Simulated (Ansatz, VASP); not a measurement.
One calculation of SiC, two programs

Contents of INCAR:

```
ALGO = Normal ; EDIFF = 1E-6
ENCUT = 520 ; GGA = PE
ISIF = 2 ; ISMEAR = -1
LASPH = True ; LCHARG = False
LREAL = False ; LWAVE = False
NBANDS = 16 ; NELM = 100
PREC = Accurate ; SIGMA = 0.08
```

KPOINTS

```
k-points
0
Gamma
  15 15 8
```

File POSCAR:

```
SiC
1.0
    3.0344255669      0.0000000000      0.0000000000
   -1.5172127834      2.6278896269      0.0000000000
    0.0000000000      0.0000000000      4.9797754205
Si C
2 2
Direct
    0.3333333333      0.6666666667      0.0000000000
    0.6666666667      0.3333333333      0.5000000000
    0.3333333333      0.6666666667      0.3850000000
    0.6666666667      0.3333333333      0.8850000000
```

Input for Ansatz:

```yaml
crystal:
  lattice:
    - [3.0344255669, 0.0, 0.0]
    - [-1.5172127834, 2.6278896269, 0.0]
    - [0.0, 0.0, 4.9797754205]
  atoms:
    - { symbol: Si, position: [0.3333333333, 0.6666666667, 0.0] }
    - { symbol: Si, position: [0.6666666667, 0.3333333333, 0.5] }
    - { symbol: C, position: [0.3333333333, 0.6666666667, 0.385] }
    - { symbol: C, position: [0.6666666667, 0.3333333333, 0.885] }
kpoints:
  mp_grid: { grid: [15, 15, 8] }
  band_path:
    path:
      - [0.0, 0.0, 0.0]
      - [0.5, 0.0, 0.0]
      - [0.3333333333, 0.3333333333, 0.0]
      - [0.0, 0.0, 0.0]
      - [0.0, 0.0, 0.5]
      - [0.5, 0.0, 0.5]
      - [0.3333333333, 0.3333333333, 0.5]
      - [0.0, 0.0, 0.5]
      - [0.5, 0.0, 0.5]
    npoints: 5
scf:
  occupations: { method: fermi_dirac, width: 0.08 }
hamiltonian:
  xc: pbe
  pseudopotentials: { kind: all_electron, lapw: { basis_error: 0.001 } }
output:
  forces: true
  stress: true
  eigenvalues: true
```

Change from the starting cell: volume scaled by 0.96.

Alike in both runs: task single point; functional PBE; k mesh 15 × 15 × 8; occupations fermi-dirac, width 0.08 eV; no spin polarisation.

|  | VASP | Ansatz |
| --- | --- | --- |
| version | VASP 6.6.1 | Ansatz 0.2.0 |
| potentials or method | VASP PAW PBE potentials, release 64 (Si, C), cutoff 520 eV | all-electron LAPW, scalar-relativistic |

|  | VASP | Ansatz | Ansatz less VASP |
| --- | --- | --- | --- |
| pressure (GPa) | 13.7 | 13.7 | +0.07 |
| traceless stress, the component that is largest in VASP (GPa) | -4.43 | -4.42 | +0.007 |
| rms of the force components (eV/Å) | 0.473 | 0.473 | -0.0001 |

Atom by atom the forces differ by 0.000 eV/Å (rms over components). Ansatz ran all-electron here, and VASP with PAW potentials.
